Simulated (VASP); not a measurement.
Runs of VASP 6.6.1 on GaN. The structure is that of space group P6_3mc (No. 186), or close to it. The cells are those of the table. 

```tsv
cell	gap on the mesh (eV)	pressure (GPa)	largest force (eV/Å)
a = 3.218, b = 3.201, c = 5.243 Å, angles 90.0, 90.0, 119.5°, 4 atoms	(a)	0.2	0.10
a = 3.219, b = 3.166, c = 5.243 Å, angles 90.0, 90.0, 118.4°, 4 atoms	(b)	0.4	0.31
a = 3.219, b = 3.184, c = 5.243 Å, angles 90.0, 90.0, 118.9°, 4 atoms	1.66	0.2	0.21
a = 3.219, b = 3.288, c = 5.243 Å, angles 90.0, 90.0, 122.1°, 4 atoms	1.59	0.5	0.42
```

Alike in all rows: task single point; level PBE; potentials or basis VASP PAW PBE potentials, release 64 (Ga_d, N); no spin polarisation; k mesh 12 × 12 × 6; cutoff (eV) 520; smearing gaussian 0.05 eV.

Q: Fill in the values left out.

A: (a) 1.69; (b) 1.63.

A k mesh can miss the band edges, and the runs leave out spin-orbit coupling on Ga.
